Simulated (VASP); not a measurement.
A run of VASP 6.6.1 is set up as follows.

File INCAR:

```
SYSTEM = Ni
ALGO     = Normal         ! electronic algorithm
EDIFF    = 1E-6           ! SCF threshold, eV
ENCUT    = 520            ! plane-wave cutoff, eV
GGA      = CA             ! functional
ISIF     = 2              ! what is computed and relaxed
ISMEAR   = -1             ! smearing method
LASPH    = .True.         ! aspherical terms in the spheres
LCHARG   = .False.        ! write CHGCAR
LREAL    = .False.        ! projectors in reciprocal space
LWAVE    = .False.        ! write WAVECAR
NBANDS   = 11             ! bands
NELM     = 80             ! most SCF steps
PREC     = Accurate       ! precision mode
SIGMA    = 0.1            ! smearing width, eV
```

KPOINTS

```
k-points
0
Gamma
  16 16 16
  0 0 0
```

Contents of POSCAR:

```
Ni
1.0
    0.0000000000      1.7104399105      1.7104399105
    1.7104399105      0.0000000000      1.7104399105
    1.7104399105      1.7104399105      0.0000000000
Ni
1
Direct
    0.0000000000      0.0000000000      0.0000000000
```

Potentials or basis: VASP PAW LDA potentials, release 64 (Ni).

The run is started by

```sh
$ cat potpaw_LDA.64/Ni/POTCAR > POTCAR
$ mpirun -np 1 vasp_std > vasp.out
```

Estimate the pressure.

0.1 GPa.

What does it give for the band gap on the k mesh?

Zero (band 5 reaches 10.32 eV, above the bottom of band 6 at 9.24 eV).

Caveat: the run has no spin polarisation, though such a crystal can be magnetic. Spin polarisation is off, so any magnetic state and its effect on volume and gap are missing.
